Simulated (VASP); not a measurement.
Here is a VASP 6.6.1 calculation.

The input INCAR:

```
PREC = Accurate
ENCUT = 520
EDIFF = 1E-6
ISMEAR = 0
SIGMA = 0.1
LREAL = False
LASPH = True
NELM = 80
ALGO = Normal
ISIF = 2
LWAVE = False
LCHARG = True
GGA = PE
LELF = True
LVHAR = True
NBANDS = 20
```

The input KPOINTS:

```
regular mesh
0
Gamma
  6 6 6
```

File POSCAR:

```
TiC3
1.0
    0.0000000000      3.1221516600      3.1221516600
    3.1221516600      0.0000000000      3.1221516600
    3.1221516600      3.1221516600      0.0000000000
Ti C
1 3
Direct
    0.0000000000      0.0000000000      0.0000000000
    0.5000000000      0.5000000000      0.5000000000
    0.2500000000      0.2500000000      0.2500000000
    0.7500000000      0.7500000000      0.7500000000
```

Potentials or basis: VASP PAW PBE potentials, release 64 (Ti_sv, C).

Command:

```console
$ cat potpaw_PBE.64/Ti_sv/POTCAR potpaw_PBE.64/C/POTCAR > POTCAR
$ mpirun -np 1 vasp_std > vasp.out
```

(1) Estimate the band gap on the k mesh.

(2) Predict the pressure.

## Answers

(1) zero (band 12 reaches 3.37 eV, above the bottom of band 13 at 2.37 eV).

(2) -33.8 GPa.
